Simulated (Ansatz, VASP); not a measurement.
## CsRh4: VASP beside Ansatz

```
CELL_PARAMETERS angstrom
-2.93834 2.93834 2.93834
2.93834 -2.93834 2.93834
2.93834 2.93834 -2.93834
ATOMIC_POSITIONS crystal
Cs 0.00000 0.00000 0.00000
Rh 0.50000 0.50000 0.50000
Rh 0.50000 0.00000 0.00000
Rh 0.00000 0.00000 0.50000
Rh 0.00000 0.50000 0.00000
```

Change from the starting cell: species swapped into the Hg4Pt type (Im-3m, No. 229).

Alike in both runs: task relaxation of cell and atoms; functional PBE; k mesh 10 × 10 × 10; occupations gaussian, width 0.1 eV; no spin polarisation.

|  | VASP | Ansatz |
| --- | --- | --- |
| version | VASP 6.6.1 | Ansatz 0.2.0 |
| potentials or method | VASP PAW PBE potentials, release 64 (Cs_sv, Rh_sv_GW), cutoff 530 eV | scalar-relativistic, plane waves, PAW |
| valence electrons in the cell | 77 | 77 |

|  | VASP | Ansatz | Ansatz less VASP |
| --- | --- | --- | --- |
| gap on the k mesh at the Fermi level, each at its own relaxed structure (eV) | none | none | - |
| relaxed volume (Å³/atom) | 20.53 | 20.06 | -0.474 |
| relaxed cell length with the largest relative difference (Å) | 5.109 | 5.069 | -0.0396 |

A gap of «none» marks a metal or a gap that the smearing closes.

Spin-orbit coupling is off throughout.
